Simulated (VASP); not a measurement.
Runs of VASP 6.6.1 on BN. The structure is that of space group P6_3/mmc (No. 194), or close to it. The cells are those of the table. 

| task | level | potentials or basis | cell | smearing | gap on the mesh (eV) | pressure (GPa) |
| --- | --- | --- | --- | --- | --- | --- |
| single point | PBE | VASP PAW PBE potentials, release 64 (B, N) | a = 2.557, b = 2.557, c = 6.642 Å, angles 90.0, 90.0, 120.0°, 4 atoms | fermi-dirac 0.02 eV | 4.18 | -10.5 |
| electric field gradients | PBE | VASP PAW PBE potentials, release 64 (B, N) | a = 2.540, b = 2.540, c = 6.598 Å, angles 90.0, 90.0, 120.0°, 4 atoms | methfessel-paxton 0.001 eV | (b) | -6.4 |
| electric field gradients | LDA | VASP PAW LDA potentials, release 64 (B, N) | a = 2.540, b = 2.540, c = 6.598 Å, angles 90.0, 90.0, 120.0°, 4 atoms | fermi-dirac 0.02 eV | 4.01 | -13.7 |
| single point | PBE | VASP PAW PBE potentials, release 64 (B, N) | a = 2.540, b = 2.540, c = 6.664 Å, angles 90.0, 90.0, 120.0°, 4 atoms | fermi-dirac 0.02 eV | (c) | -6.4 |
| single point | PBE | VASP PAW PBE potentials, release 64 (B, N) | a = 2.540, b = 2.540, c = 6.532 Å, angles 90.0, 90.0, 120.0°, 4 atoms | fermi-dirac 0.02 eV | (a) | -6.3 |
| single point | PBE | VASP PAW PBE potentials, release 64 (B, N) | a = 2.506, b = 2.506, c = 6.509 Å, angles 90.0, 90.0, 120.0°, 4 atoms | fermi-dirac 0.02 eV | 4.26 | 3.3 |
| single point | PBE | VASP PAW PBE potentials, release 64 (B, N) | a = 2.540, b = 2.540, c = 6.730 Å, angles 90.0, 90.0, 120.0°, 4 atoms | fermi-dirac 0.02 eV | 4.23 | -6.4 |
| relaxation of the atoms | PBE | VASP PAW PBE potentials, release 64 (B, N) | atoms relaxed from a = 2.488, b = 2.488, c = 6.463 Å, angles 90.0, 90.0, 120.0°, 4 atoms | fermi-dirac 0.02 eV | 4.28 | 8.8 |
| single point | PBE | VASP PAW PBE potentials, release 64 (B, N) | a = 2.523, b = 2.523, c = 6.554 Å, angles 90.0, 90.0, 120.0°, 4 atoms | fermi-dirac 0.02 eV | 4.23 | -1.8 |
| electric field gradients | r2SCAN | VASP PAW PBE potentials, release 64 (B, N) | a = 2.540, b = 2.540, c = 6.598 Å, angles 90.0, 90.0, 120.0°, 4 atoms | fermi-dirac 0.02 eV | 4.81 | -10.0 |
| relaxation of the atoms | PBE | VASP PAW PBE potentials, release 64 (B, N) | atoms relaxed from a = 2.540, b = 2.540, c = 6.400 Å, angles 90.0, 90.0, 120.0°, 4 atoms | fermi-dirac 0.02 eV | 4.17 | -6.1 |

Alike in all rows: no spin polarisation; k mesh 13 × 13 × 5; cutoff (eV) 520.

Task: Fill in the values left out.

Result: (a) 4.19; (b) 4.21; (c) 4.22.

Caveats: this functional lacks dispersion, which binds the layers, so the pressure and a relaxed spacing across them are unreliable (some runs); the relaxation stopped at its first step, so nothing moved (some runs); the PAW data sets were made with another functional, which shifts forces and pressure a little (some runs).

A k mesh can miss the band edges.
